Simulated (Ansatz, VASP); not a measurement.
# One calculation of CdTe, two programs

```
Cd Te
1.0
     0.00000    3.24520    3.24520
     3.24520    0.00000    3.24520
     3.24520    3.24520    0.00000
Cd Te
1 1
Direct
  0.00000 0.00000 0.00000
  0.25000 0.25000 0.25000
```

Alike in both runs: task single point; functional PBEsol; k mesh 6 × 6 × 6; no spin polarisation.

```csv
,VASP,Ansatz
version,VASP 6.6.1,Ansatz 0.2.0
potentials or method,"VASP PAW PBE potentials, release 64 (Cd, Te), cutoff 500 eV","scalar-relativistic, plane waves, PAW"
occupations,"gaussian, width 0.01 eV",fixed
valence electrons in the cell,18,36
```

|  | VASP | Ansatz | Ansatz less VASP |
| --- | --- | --- | --- |
| gap on the k mesh at the Fermi level (eV) | 0.65 | 0.64 | -0.004 |
| least direct gap on the mesh (eV) | 0.65 | 0.64 | -0.004 |
| pressure (GPa) | 0.2 | 0.0 | -0.16 |

VASP's potentials were made for PBE, not for PBEsol, and Ansatz warns of the same on its side. VASP's potentials hold 18 valence electrons a cell and Ansatz's 36, so a difference there can come from the potentials and not from the codes.

Neither program's run includes spin-orbit coupling.
